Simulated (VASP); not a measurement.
Wanted: the native input for a VASP 6.6.1 run.

* Task: single point
* Functional: PBE
* Potentials or basis: VASP PAW PBE potentials, release 64 (Pb_d)
* Cutoff: 500 eV
* k mesh: 9 × 9 × 9
* Occupations: fermi-dirac, width 0.05 eV
* Spin: no spin polarisation
* Dipole correction: no
* Further INCAR settings: ALGO = Normal; EDIFF = 1e-06; NBANDS = 13

The structure of Pb lies in POSCAR:

```
Pb
1.0
   -1.9927702770      1.9927702770      1.9927702770
    1.9927702770     -1.9927702770      1.9927702770
    1.9927702770      1.9927702770     -1.9927702770
Pb
1
Direct
    0.0000000000      0.0000000000      0.0000000000
```

One way to write it, as run:

INCAR

```
SYSTEM = Pb
PREC = Accurate
ENCUT = 500
EDIFF = 1E-6
ISMEAR = -1
SIGMA = 0.05
LREAL = .FALSE.
LASPH = .TRUE.
NELM = 120
ALGO = Normal
ISIF = 2
LWAVE = .FALSE.
LCHARG = .FALSE.
GGA = PE
NBANDS = 13
GGA_COMPAT = .FALSE.
```

KPOINTS

```
regular mesh
0
G
  9 9 9
  0 0 0
```

Potentials or basis: VASP PAW PBE potentials, release 64 (Pb_d).

The run is started by

```console
$ cat potpaw_PBE.64/Pb_d/POTCAR > POTCAR
$ mpirun -np 1 vasp_std > vasp.out
```

Results of the run:

```yaml
Pressure: -0.1 GPa
Band_gap_on_the_k_mesh: zero (band 7 reaches 14.07 eV, above the bottom of band 8 at 4.86 eV)
```

Caveat: spin-orbit coupling is left out, which moves the levels of the heavy elements.

Wall time 12 s on 1 thread of Intel Xeon 6975P-C, on a shared host, peak memory 0.16 GiB.
